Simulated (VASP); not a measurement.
Al:

```xyz
2
Lattice="4.4916 0.0000 0.0000 -2.2458 3.8898 0.0000 0.0000 0.0000 2.7226" Properties=species:S:1:pos:R:3 pbc="T T T"
Al    0.0000    2.5932    0.0000
Al    2.2458    1.2966    0.0000
```

This isn't the form of Al at room conditions, which is fcc.

* Program: VASP 6.6.1
* Task: relaxation of cell and atoms
* Functional: HF
* Potentials or basis: VASP PAW PBE potentials, release 64 (Al)
* Cutoff: 600 eV
* k mesh: 4 × 4 × 5
* Occupations: fermi-dirac, width 0.05 eV
* Spin: no spin polarisation

At the start: pressure 9.5 GPa; volume 23.78 Å³/atom.

Task: How do energy, volume and symmetry change on relaxing?

Result: Over 10 steps the energy falls by 189.0 meV/atom and the volume is 33.07 Å³/atom (+39.0 %); space group P6/mmm (No. 191, to 0.1 Å) before and after.

Step by step:
| step | energy change (eV) | largest force (eV/Å) | pressure (GPa) | volume (Å³) |
| --- | --- | --- | --- | --- |
| 1 | 0.0000 | 0.0790 | 9.50 | 47.57 |
| 2 | -0.3129 | 0.0429 | 1.43 | 57.95 |
| 3 | -0.3715 | 0.0350 | 0.61 | 63.64 |
| 4 | -0.3170 | 0.0261 | -1.59 | 76.10 |
| 5 | -0.3754 | 0.0302 | -0.08 | 66.37 |
| 6 | -0.3756 | 0.0306 | 0.04 | 65.88 |
| 7 | -0.3779 | 0.0232 | 0.00 | 66.06 |
| 8 | -0.3779 | 0.0222 | 0.01 | 66.06 |
| 9 | -0.3779 | 0.0177 | 0.01 | 66.08 |
| 10 | -0.3780 | 0.0012 | -0.01 | 66.14 |

Final structure:
```
Al
1.0
     5.00745    0.00695    0.00000
    -2.49770    4.34005    0.00000
     0.00000    0.00000    3.04102
Al
2
Direct
  0.33174 0.66826 0.00000
  0.66826 0.33174 0.00000
```

Caveat: the k points lie up to 0.41 Å⁻¹ apart in the final cell, too coarse for converged energies and pressures of a metal; the volume moved by over 15 % at a fixed basis, so the end points are rough; the PAW data sets were made with another functional, which shifts forces and pressure a little.
